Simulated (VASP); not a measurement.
BaAs7:

```
Ba As
1.0
     0.00000    4.58028    4.58028
     4.58028    0.00000    4.58028
     4.58028    4.58028    0.00000
Ba As
1 7
Direct
  0.00000 0.00000 0.00000
  0.50000 0.50000 0.50000
  0.50000 0.00000 0.00000
  0.50000 0.00000 0.50000
  0.00000 0.50000 0.50000
  0.00000 0.50000 0.00000
  0.50000 0.50000 0.00000
  0.00000 0.00000 0.50000
```

The cell was generated, and may not be a known phase.

| Property | Result |
| --- | --- |
| Program | VASP 6.6.1 |
| Task | relaxation of cell and atoms |
| Functional | PBE |
| Potentials or basis | VASP PAW PBE potentials, release 64 (Ba_sv, As) |
| Cutoff | 600 eV |
| k mesh | 4 × 4 × 4 |
| Occupations | gaussian, width 0.1 eV |
| Spin | no spin polarisation |

At the start: pressure -3.7 GPa; volume 24.02 Å³/atom.

Question: Where does the relaxation end?

Answer: Over 3 steps the energy falls by 20.3 meV/atom and the volume is 22.37 Å³/atom (-6.9 %); space group Fm-3m (No. 225, to 0.1 Å) before and after.

Step by step:
```csv
step,energy change (eV),largest force (eV/Å),pressure (GPa),volume (Å³)
1,0.0000,0.0000,-3.69,192.18
2,-0.1591,0.0000,0.63,177.18
3,-0.1626,0.0000,0.01,178.96
```

Final structure:
```yaml
crystal:
  lattice:
    - [0.00000, 4.47274, 4.47274]
    - [4.47274, 0.00000, 4.47274]
    - [4.47274, 4.47274, 0.00000]
  atoms:
    - { symbol: Ba, position: [0.00000, 0.00000, 0.00000] }
    - { symbol: As, position: [0.50000, 0.50000, 0.50000] }
    - { symbol: As, position: [0.50000, 0.00000, 0.00000] }
    - { symbol: As, position: [0.50000, 0.00000, 0.50000] }
    - { symbol: As, position: [0.00000, 0.50000, 0.50000] }
    - { symbol: As, position: [0.00000, 0.50000, 0.00000] }
    - { symbol: As, position: [0.50000, 0.50000, 0.00000] }
    - { symbol: As, position: [0.00000, 0.00000, 0.50000] }
```
